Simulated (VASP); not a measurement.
# SnO in VASP: a series of runs, part 2 of 3

VASP 6.6.1.

### Step 3. Single point, PBEsol

This run uses another cell than the first one, of 17.21 Å³/atom, 0.968 times its volume.

Input file INCAR:

```
SYSTEM = SnO
PREC = Accurate
ENCUT = 520
EDIFF = 1E-6
ISMEAR = 0
SIGMA = 0.01
LREAL = .FALSE.
LASPH = .TRUE.
NELM = 60
ALGO = Normal
ISIF = 2
LWAVE = .FALSE.
LCHARG = .TRUE.
GGA = PS
LELF = .TRUE.
LVHAR = .TRUE.
NBANDS = 28
```

Input file KPOINTS:

```
Automatic mesh
0
G
  10 10 8
  0 0 0
```

Input file POSCAR:

```
SnO
1.0
    3.8052939757      0.0000000000      0.0000000000
    0.0000000000      3.8052939757      0.0000000000
    0.0000000000      0.0000000000      4.7534316395
Sn O
2 2
Direct
    0.0000000000      0.5000000000      0.2423994218
    0.5000000000      0.0000000000      0.7576005782
    0.5000000000      0.5000000000      0.0000000000
    0.0000000000      0.0000000000      0.0000000000
```

Potentials or basis: VASP PAW PBE potentials, release 64 (Sn_d, O).

On the command line:

```console
$ cat potpaw_PBE.64/Sn_d/POTCAR potpaw_PBE.64/O/POTCAR > POTCAR
$ mpirun -np 1 vasp_std > vasp.out
```

OUTCAR:

```text
SYSTEM = SnO
   PREC = Accurate
   ENCUT = 520
   EDIFF = 1E-6
   ISMEAR = 0
   LREAL = .FALSE.
   LASPH = .TRUE.
   NELM = 60
   ISIF = 2
   GGA = PS

 ion  position               nearest neighbor table
   1  0.000  0.500  0.242-   3 2.22   4 2.22   4 2.22   3 2.22   2 3.54   2 3.54   2 3.54   2 3.54
                             2 3.64   2 3.64   2 3.64   2 3.64
   2  0.500  0.000  0.758-   3 2.22   4 2.22   3 2.22   4 2.22   1 3.54   1 3.54   1 3.54   1 3.54
                             1 3.64   1 3.64   1 3.64   1 3.64
   3  0.500  0.500  0.000-   1 2.22   2 2.22   2 2.22   1 2.22
   4  0.000  0.000  0.000-   1 2.22   2 2.22   1 2.22   2 2.22

  LATTYP: Found a simple tetragonal cell.
 ALAT       =     3.8052939757
 C/A-ratio  =     1.2491627900

  Lattice vectors:

 A1 = (   3.8052939757,   0.0000000000,   0.0000000000)
 A2 = (   0.0000000000,   3.8052939757,   0.0000000000)
 A3 = (   0.0000000000,   0.0000000000,   4.7534316395)

Analysis of symmetry for initial positions (statically):
=====================================================================
 Subroutine PRICEL returns:
 Original cell was already a primitive cell.

 Routine SETGRP: Setting up the symmetry group for a
 simple tetragonal supercell.

 Subroutine GETGRP returns: Found 16 space group operations
 (whereof  8 operations were pure point group operations)
 out of a pool of 16 trial point group operations.

The static configuration has the point symmetry D_2d.
 The point group associated with its full space group is D_4h.

Analysis of symmetry for dynamics (positions and initial velocities):
=====================================================================
 Subroutine PRICEL returns:
 Original cell was already a primitive cell.

 Routine SETGRP: Setting up the symmetry group for a
 simple tetragonal supercell.

 Subroutine GETGRP returns: Found 16 space group operations
 (whereof  8 operations were pure point group operations)
 out of a pool of 16 trial point group operations.

The dynamic configuration has the point symmetry D_2d.
[... 119 lines left out ...]
   ISMEAR =     0;   SIGMA  =   0.01  broadening in eV -4-tet -1-fermi 0-gaus
   EFERMI_NEDOS =   21; number of points for ismear=-14 and -15
   IALGO  =     38    algorithm
   IMIX   =      4    mixing-type and parameters
     AMIX     =   0.40;   BMIX     =  1.00
     AMIX_MAG =   1.60;   BMIX_MAG =  1.00
  volume/ion in A,a.u.               =      17.21       116.12
  Fermi-wavevector in a.u.,A,eV,Ry     =   1.366156  2.581660 25.393669  1.866382
  Thomas-Fermi vector in A             =   2.492321
   LORBIT       =      0    0 simple, 1 ext, 2 COOP (PROOUT), +10 PAW based schemes
   GGA     = PS    functional components
   LHFCALC =     F    Hartree Fock is set to
   AEXX    =    0.0000 exact exchange contribution
   IVDW    =     0    specifies the selected vdW correction
   LEPSILON=     F    determine dielectric tensor
   LRPA    =     F    only Hartree local field effects (RPA)
 non-spin polarized calculation
 Gauss-broadening in eV      SIGMA  =   0.01
  energy-cutoff  :      520.00
  volume of cell :       68.83
 maximum number of plane-waves:      1872
   NGX = 15   NGY = 15   NGZ = 17

 number of electron      39.9999991 magnetization

 Free energy of the ion-electron system (eV)
  ---------------------------------------------------
  ext. energy  EPLUGINS =         0.00000000
  ---------------------------------------------------
  free energy    TOTEN  =       -24.21442835 eV

  energy without entropy =      -24.21438501  energy(sigma->0) =      -24.21440668

 E-fermi :   7.2182     XC(G=0): -10.5921

 val. band max:        7.2153979815   @ k =   0.1000   0.0000   0.0000
 cond. band min:       7.3740817609   @ k =   0.5000   0.5000   0.1250
 fundamental gap:      0.1586837794
 Fermi energy:         7.2181898839

 k-point     1 :       0.0000    0.0000    0.0000
  band No.  band energies     occupation
      1     -14.7162      2.00000
      2     -14.2728      2.00000
      3     -14.2728      2.00000
      4     -14.2623      2.00000
      5     -14.2208      2.00000
      6     -14.2181      2.00000
[... 733 lines left out ...]
     27      14.3263      0.00000
     28      16.6255      0.00000

 [... further k-points ...]
[... 5 lines left out ...]
  --------------------------------------------------------------------------------------
  -------------------------------------------------------------------------------------
  Total        0.1029714      0.1029714      0.0992074      0.0000000      0.0000000      0.0000000
  in kB        2.3968647      2.3968647      2.3092498      0.0000000      0.0000000      0.0000000
  external PRESSURE =       2.3676597 kB  Pullay stress =       0.0000000 kB

 VOLUME and BASIS-vectors are now :
 -----------------------------------------------------------------------------
  energy-cutoff  :      520.00
  volume of cell :       68.83
      direct lattice vectors                 reciprocal lattice vectors
     3.805293976  0.000000000  0.000000000     0.262791786  0.000000000  0.000000000
     0.000000000  3.805293976  0.000000000     0.000000000  0.262791786  0.000000000
     0.000000000  0.000000000  4.753431639     0.000000000  0.000000000  0.210374331

 POSITION                                       TOTAL-FORCE (eV/Angst)
 -----------------------------------------------------------------------------------
      0.00000      1.90265      1.15223        -0.000000      0.000000      0.087127
      1.90265      0.00000      3.60120         0.000000      0.000000     -0.087127
      1.90265      1.90265      0.00000        -0.000000      0.000000      0.000000
      0.00000      0.00000      0.00000        -0.000000     -0.000000      0.000000
 -----------------------------------------------------------------------------------
    total drift:                                0.000000      0.000000      0.000000

  FREE ENERGIE OF THE ION-ELECTRON SYSTEM (eV)
  ---------------------------------------------------
  free  energy   TOTEN  =       -24.2144283509 eV

  energy  without entropy=      -24.2143850141  energy(sigma->0) =      -24.21440668
```

stdout:

```text
POSCAR found type information on POSCAR SnO
 POSCAR found :  2 types and       4 ions
 scaLAPACK will be used
 -----------------------------------------------------------------------------
|                                                                             |
|                                                                             |
|     You enforced a specific xc type in the INCAR file but a different       |
|     I HOPE YOU KNOW WHAT YOU ARE DOING!                                     |
|                                                                             |
 -----------------------------------------------------------------------------

 LDA part: xc-table for (Slater+PW92), standard interpolation
 POSCAR, INCAR and KPOINTS ok, starting setup
 FFT: planning ... GRIDC
 FFT: planning ... GRID_SOFT
 FFT: planning ... GRID
 WAVECAR not read
 entering main loop
```

Run time: 59 s. Hardware: 1 thread of Intel Xeon 6975P-C (Granite Rapids), shared host; peak memory 0.28 GiB.

What came out:

- Free energy: -24.2144 eV
- Pressure: 0.2 GPa
- Largest force: 0.087 eV/Å
- Band gap on the k mesh: zero (band 20 reaches 7.22 eV, above the bottom of band 21 at 7.12 eV)

Forces on the atoms (eV/Å):
```
Sn   0.000  0.000  0.087
Sn   0.000  0.000 -0.087
O    0.000  0.000  0.000
O    0.000  0.000  0.000
```

Caveat: the PAW data sets were made with another functional, which shifts forces and pressure a little; spin-orbit coupling is left out, which moves the levels of the heavy elements.

### Step 4. Single point, PBEsol (biaxial strain in the a-b plane: +4.0 %)

Input file INCAR:

```
  PREC = Accurate
  ENCUT = 520
  EDIFF = 1E-6
  ISMEAR = 0
  SIGMA = 0.1
  LREAL = F
  LASPH = T
  NELM = 80
  ALGO = Normal
  ISIF = 2
  LWAVE = F
  LCHARG = T
  GGA = PS
  LELF = T
  LVHAR = T
  NBANDS = 28
```

Input file KPOINTS:

```
regular mesh
0
Gamma
  14 14 12
```

Input file POSCAR:

```
SnO
1.0
    3.9575057298      0.0000000000      0.0000000000
    0.0000000000      3.9575057298      0.0000000000
    0.0000000000      0.0000000000      4.6393492078
Sn O
2 2
Direct
    0.0000000000      0.5000000000      0.2402780493
    0.5000000000      0.0000000000      0.7597219507
    0.5000000000      0.5000000000      0.0000000000
    0.0000000000      0.0000000000      0.0000000000
```

Potentials or basis: VASP PAW PBE potentials, release 64 (Sn_d, O).

On the command line:

```console
$ cat potpaw_PBE.64/Sn_d/POTCAR potpaw_PBE.64/O/POTCAR > POTCAR
$ mpirun -np 1 vasp_std > vasp.out
```

OUTCAR:

```text
PREC = Accurate
   ENCUT = 520
   EDIFF = 1E-6
   ISMEAR = 0
   LREAL = F
   LASPH = T
   NELM = 80
   ISIF = 2
   GGA = PS

 ion  position               nearest neighbor table
   1  0.000  0.500  0.240-   3 2.27   4 2.27   4 2.27   3 2.27   2 3.58   2 3.58   2 3.58   2 3.58
                             2 3.69   2 3.69   2 3.69   2 3.69
   2  0.500  0.000  0.760-   3 2.27   4 2.27   3 2.27   4 2.27   1 3.58   1 3.58   1 3.58   1 3.58
                             1 3.69   1 3.69   1 3.69   1 3.69
   3  0.500  0.500  0.000-   1 2.27   2 2.27   2 2.27   1 2.27
   4  0.000  0.000  0.000-   1 2.27   2 2.27   1 2.27   2 2.27

  LATTYP: Found a simple tetragonal cell.
 ALAT       =     3.9575057298
 C/A-ratio  =     1.1722912169

  Lattice vectors:

 A1 = (   3.9575057298,   0.0000000000,   0.0000000000)
 A2 = (   0.0000000000,   3.9575057298,   0.0000000000)
 A3 = (   0.0000000000,   0.0000000000,   4.6393492078)

Analysis of symmetry for initial positions (statically):
=====================================================================
 Subroutine PRICEL returns:
 Original cell was already a primitive cell.

 Routine SETGRP: Setting up the symmetry group for a
 simple tetragonal supercell.

 Subroutine GETGRP returns: Found 16 space group operations
 (whereof  8 operations were pure point group operations)
 out of a pool of 16 trial point group operations.

The static configuration has the point symmetry D_2d.
 The point group associated with its full space group is D_4h.

Analysis of symmetry for dynamics (positions and initial velocities):
=====================================================================
 Subroutine PRICEL returns:
 Original cell was already a primitive cell.

 Routine SETGRP: Setting up the symmetry group for a
 simple tetragonal supercell.

 Subroutine GETGRP returns: Found 16 space group operations
 (whereof  8 operations were pure point group operations)
[... 120 lines left out ...]
   EMIN   =  10.00;   EMAX   =-10.00  energy-range for DOS
   EFERMI =   0.00;   METHOD = LEGACY
   ISMEAR =     0;   SIGMA  =   0.10  broadening in eV -4-tet -1-fermi 0-gaus
   EFERMI_NEDOS =   21; number of points for ismear=-14 and -15
   IALGO  =     38    algorithm
   IMIX   =      4    mixing-type and parameters
     AMIX     =   0.40;   BMIX     =  1.00
     AMIX_MAG =   1.60;   BMIX_MAG =  1.00
  volume/ion in A,a.u.               =      18.17       122.58
  Fermi-wavevector in a.u.,A,eV,Ry     =   1.341719  2.535480 24.493328  1.800209
  Thomas-Fermi vector in A             =   2.469930
   LORBIT       =      0    0 simple, 1 ext, 2 COOP (PROOUT), +10 PAW based schemes
   GGA     = PS    functional components
   LHFCALC =     F    Hartree Fock is set to
   AEXX    =    0.0000 exact exchange contribution
   IVDW    =     0    specifies the selected vdW correction
   LEPSILON=     F    determine dielectric tensor
   LRPA    =     F    only Hartree local field effects (RPA)
 non-spin polarized calculation
 Gauss-broadening in eV      SIGMA  =   0.10
  energy-cutoff  :      520.00
  volume of cell :       72.66
 maximum number of plane-waves:      2001
 NGX is ok and might be reduce to    30
   NGX = 15   NGY = 15   NGZ = 17

 number of electron      40.0000003 magnetization

 Free energy of the ion-electron system (eV)
  ---------------------------------------------------
  ext. energy  EPLUGINS =         0.00000000
  ---------------------------------------------------
  free energy    TOTEN  =       -24.10810494 eV

  energy without entropy =      -24.10810183  energy(sigma->0) =      -24.10810339

 E-fermi :   6.3765     XC(G=0): -10.3300

 val. band max:        6.1391832879   @ k =   0.1429   0.1429   0.0000
 cond. band min:       6.5653496311   @ k =   0.5000   0.5000   0.0000
 fundamental gap:      0.4261663431
 Fermi energy:         6.3765022553

 k-point     1 :       0.0000    0.0000    0.0000
  band No.  band energies     occupation
      1     -15.2482      2.00000
      2     -14.9078      2.00000
      3     -14.9078      2.00000
      4     -14.8706      2.00000
      5     -14.8704      2.00000
      6     -14.8648      2.00000
[... 733 lines left out ...]
     27      14.0210      0.00000
     28      14.7218      0.00000

 [... further k-points ...]
[... 5 lines left out ...]
  --------------------------------------------------------------------------------------
  -------------------------------------------------------------------------------------
  Total       -2.9910725     -2.9910725     -0.5136331      0.0000000      0.0000000      0.0000000
  in kB      -65.9534243    -65.9534243    -11.3256565      0.0000000      0.0000000      0.0000000
  external PRESSURE =     -47.7441684 kB  Pullay stress =       0.0000000 kB

 VOLUME and BASIS-vectors are now :
 -----------------------------------------------------------------------------
  energy-cutoff  :      520.00
  volume of cell :       72.66
      direct lattice vectors                 reciprocal lattice vectors
     3.957505730  0.000000000  0.000000000     0.252684410  0.000000000  0.000000000
     0.000000000  3.957505730  0.000000000     0.000000000  0.252684410  0.000000000
     0.000000000  0.000000000  4.639349208     0.000000000  0.000000000  0.215547473

 POSITION                                       TOTAL-FORCE (eV/Angst)
 -----------------------------------------------------------------------------------
      0.00000      1.97875      1.11473         0.000000      0.000000     -0.187599
      1.97875      0.00000      3.52462         0.000000      0.000000      0.187599
      1.97875      1.97875      0.00000         0.000000     -0.000000     -0.000000
      0.00000      0.00000      0.00000         0.000000      0.000000     -0.000000
 -----------------------------------------------------------------------------------
    total drift:                                0.000000      0.000000     -0.000000

  FREE ENERGIE OF THE ION-ELECTRON SYSTEM (eV)
  ---------------------------------------------------
  free  energy   TOTEN  =       -24.1081049443 eV

  energy  without entropy=      -24.1081018276  energy(sigma->0) =      -24.10810339
```

stdout:

```text
POSCAR found type information on POSCAR SnO
 POSCAR found :  2 types and       4 ions
 scaLAPACK will be used
 -----------------------------------------------------------------------------
|                                                                             |
|                                                                             |
|     You enforced a specific xc type in the INCAR file but a different       |
|     I HOPE YOU KNOW WHAT YOU ARE DOING!                                     |
|                                                                             |
 -----------------------------------------------------------------------------

 LDA part: xc-table for (Slater+PW92), standard interpolation
 POSCAR, INCAR and KPOINTS ok, starting setup
 FFT: planning ... GRIDC
 FFT: planning ... GRID_SOFT
 FFT: planning ... GRID
 WAVECAR not read
 entering main loop
```

Run time: 9.6 min. Hardware: 1 thread of Intel Xeon 8259CL, shared host; peak memory 0.49 GiB.

What came out:

* Free energy: -24.1081 eV
* Pressure: -4.8 GPa
* Largest force: 0.188 eV/Å
* Band gap on the k mesh: 0.43 eV, indirect (least direct gap 1.78 eV)

Forces in eV/Å, atoms in the order of the input:
```
Sn   0.000  0.000 -0.188
Sn   0.000  0.000  0.188
O    0.000  0.000  0.000
O    0.000  0.000  0.000
```

Stress tensor (GPa, compression positive):
```
-6.60  0.00  0.00
 0.00 -6.60  0.00
 0.00  0.00 -1.13
```

Caveat: the cell differs from its parent crystal (biaxial strain in the a-b plane: +4.0 %); the PAW data sets were made with another functional, which shifts forces and pressure a little; spin-orbit coupling is left out, which moves the levels of the heavy elements. A k mesh can miss the band edges.

[end of part 2 of 3]
